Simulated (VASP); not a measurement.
Wanted: the native input for a VASP 6.6.1 run.

* Task: single point
* Functional: B3LYP
* Potentials or basis: VASP PAW PBE potentials, release 64 (Sr_sv, O)
* Cutoff: 520 eV
* k mesh: 5 × 5 × 5
* Occupations: fermi-dirac, width 0.05 eV
* Spin: no spin polarisation
* Dipole correction: no
* Grid for exact exchange (PRECFOCK): Normal
* Further INCAR settings: ALGO = Normal; EDIFF = 1e-06; NBANDS = 15
* Share of exact exchange: 0.2

The system is SrO.

```xyz
2
Lattice="0.0000 2.5663 2.5663 2.5663 0.0000 2.5663 2.5663 2.5663 0.0000" Properties=species:S:1:pos:R:3 pbc="T T T"
Sr    2.5663    2.5663    2.5663
O     0.0000    0.0000    0.0000
```

One way to write it, as run:

POSCAR

```
SrO
1.0
    0.0000000000      2.5663000000      2.5663000000
    2.5663000000      0.0000000000      2.5663000000
    2.5663000000      2.5663000000      0.0000000000
Sr O
1 1
Direct
    0.5000000000      0.5000000000      0.5000000000
    0.0000000000      0.0000000000      0.0000000000
```

INCAR.step1

```
PREC = Accurate
ENCUT = 520
EDIFF = 1E-5
ISMEAR = -1
SIGMA = 0.05
LREAL = False
LASPH = True
NELM = 100
ALGO = Normal
ISIF = 2
LWAVE = True
GGA = PE
NBANDS = 15
```

INCAR.step2

```
PREC = Accurate
ENCUT = 520
EDIFF = 1E-6
ISMEAR = -1
SIGMA = 0.05
LREAL = False
LASPH = True
NELM = 100
ALGO = Normal
ISIF = 2
LWAVE = False
LCHARG = True
GGA = B3
LHFCALC = True
AEXX = 0.2
AGGAX = 0.72
AGGAC = 0.81
ALDAC = 0.19
PRECFOCK = Normal
LELF = True
LVHAR = True
ISTART = 1
NBANDS = 15
```

KPOINTS

```
regular mesh
0
Gamma
  5 5 5
```

Potentials or basis: VASP PAW PBE potentials, release 64 (Sr_sv, O).

The run is started by

```bash
$ cat potpaw_PBE.64/Sr_sv/POTCAR potpaw_PBE.64/O/POTCAR > POTCAR
$ cp INCAR.step1 INCAR
$ mpirun -np 1 vasp_std > vasp.out
$ cp INCAR.step2 INCAR
$ mpirun -np 1 vasp_std > vasp.out
```

Results of the run:

| Property | Result |
| --- | --- |
| Pressure | 4.4 GPa |
| Band gap on the k mesh | 5.36 eV (least direct gap 5.48 eV) |

Caveat: the k points lie up to 0.42 Å⁻¹ apart; the PAW data sets were made with another functional, which shifts forces and pressure a little; an odd mesh through Γ misses points on the zone boundary, where band edges can lie.

It took 29 min on 1 thread of Intel Xeon 8259CL (shared host), peak memory 0.18 GiB.
